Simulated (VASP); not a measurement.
Here is a VASP 6.6.1 calculation.

INCAR

```
SYSTEM = NaI
PREC = Accurate
ENCUT = 520
EDIFF = 1E-7
ISMEAR = -1
SIGMA = 0.069
LREAL = .False.
LASPH = .True.
NELM = 100
ALGO = Normal
ISIF = 2
LWAVE = .False.
LCHARG = .False.
GGA = PE
NBANDS = 22
```

File KPOINTS:

```
Automatic mesh
0
Gamma
  6 6 2
  0 0 0
```

File POSCAR:

```
NaI
1.0
    5.4164807906      0.0000000000      0.0000000000
   -2.7082403953      4.6908099638      0.0000000000
    0.0000000000      0.0000000000      6.4591768406
Na I
2 2
Direct
    0.2959032491      0.6388551280     -0.0351451904
    0.6680161974      0.3344750719      0.4131845382
    0.3140551478      0.6366224646      0.4441325994
    0.6924812208      0.3682089049      0.9304007536
```

Potentials or basis: VASP PAW PBE potentials, release 64 (Na_pv, I).

Launch:

```sh
$ cat potpaw_PBE.64/Na_pv/POTCAR potpaw_PBE.64/I/POTCAR > POTCAR
$ mpirun -np 1 vasp_std > vasp.out
```

(1) What does it give for the band gap on the k mesh?

(2) Estimate the pressure.

(3) What does it give for the largest force?

## Answers

(1) 3.54 eV, direct.

(2) 0.8 GPa.

(3) 0.606 eV/Å.

Caveat: the k points lie up to 0.49 Å⁻¹ apart; spin-orbit coupling is left out, which moves the levels of the heavy elements.
